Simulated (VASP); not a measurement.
Write the native input for VASP 6.6.1 that does the following.

* Task: single point
* Functional: PBE
* Potentials or basis: VASP PAW PBE potentials, release 64 (Hf_pv, Sc_sv, O)
* Cutoff: 600 eV
* k mesh: 12 × 12 × 6
* Occupations: gaussian, width 0.1 eV
* Spin: no spin polarisation
* Dipole correction: no
* Further INCAR settings: ALGO = Normal; EDIFF = 1e-06; NBANDS = 30

The structure of HfSc2O2 lies in POSCAR:

```
HfSc2O2
1.0
    3.2181245767      0.0000000000      0.0000000000
   -1.6090622884      2.7869776360      0.0000000000
    0.0000000000      0.0000000000      7.8825573050
Hf Sc O
1 2 2
Direct
    0.0000000000      0.0000000000      0.0000000000
    0.3333333333      0.6666666667      0.6710063758
    0.6666666667      0.3333333333      0.3289936242
    0.3333333333      0.6666666667      0.1649202943
    0.6666666667      0.3333333333      0.8350797057
```

The input as run:

INCAR

```
SYSTEM = HfSc2O2
  ALGO = Normal
  EDIFF = 1E-6
  ENCUT = 600
  GGA = PE
  GGA_COMPAT = .FALSE.
  ISIF = 2
  ISMEAR = 0
  LASPH = .TRUE.
  LCHARG = .TRUE.
  LELF = .TRUE.
  LREAL = .FALSE.
  LVHAR = .TRUE.
  LWAVE = .FALSE.
  NBANDS = 30
  NELM = 120
  PREC = Accurate
  SIGMA = 0.1
```

KPOINTS

```
k-points
0
G
  12 12 6
  0 0 0
```

Potentials or basis: VASP PAW PBE potentials, release 64 (Hf_pv, Sc_sv, O).

Launch:

```bash
$ cat potpaw_PBE.64/Hf_pv/POTCAR potpaw_PBE.64/Sc_sv/POTCAR potpaw_PBE.64/O/POTCAR > POTCAR
$ mpirun -np 1 vasp_std > vasp.out
```

Results of the run:

```yaml
Pressure: -0.8 GPa
Largest_force: 0.180 eV/Å
Band_gap_on_the_k_mesh: zero (bands 22 and 23 overlap by 0.26 eV)
```

Caveat: spin-orbit coupling is left out, which moves the levels of the heavy elements.

Wall time 3.1 min on 1 thread of AMD EPYC 9R45 96-Core Processor (Zen 5) (shared host), peak memory 0.36 GiB.
